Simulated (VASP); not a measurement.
Here is a VASP 6.6.1 calculation.

Contents of INCAR:

```
PREC = Accurate
ENCUT = 600
EDIFF = 1E-6
ISMEAR = 0
SIGMA = 0.1
LREAL = False
LASPH = True
NELM = 120
ALGO = Normal
ISIF = 2
LWAVE = False
LCHARG = False
GGA = PE
NBANDS = 12
GGA_COMPAT = False
```

Contents of KPOINTS:

```
Automatic mesh
0
Gamma
  14 14 14
```

POSCAR

```
MgI
1.0
    0.0000000000      3.6327301098      3.6327301098
    3.6327301098      0.0000000000      3.6327301098
    3.6327301098      3.6327301098      0.0000000000
Mg I
1 1
Direct
    0.0000000000      0.0000000000      0.0000000000
    0.7500000000      0.7500000000      0.7500000000
```

Potentials or basis: VASP PAW PBE potentials, release 64 (Mg, I).

Command:

```bash
$ cat potpaw_PBE.64/Mg/POTCAR potpaw_PBE.64/I/POTCAR > POTCAR
$ mpirun -np 1 vasp_std > vasp.out
```

Problem. Estimate the pressure.

Solution. 0.0 GPa.

Caveat: an odd number of electrons without spin polarisation forces a metal; a magnetic or distorted state may lie lower.
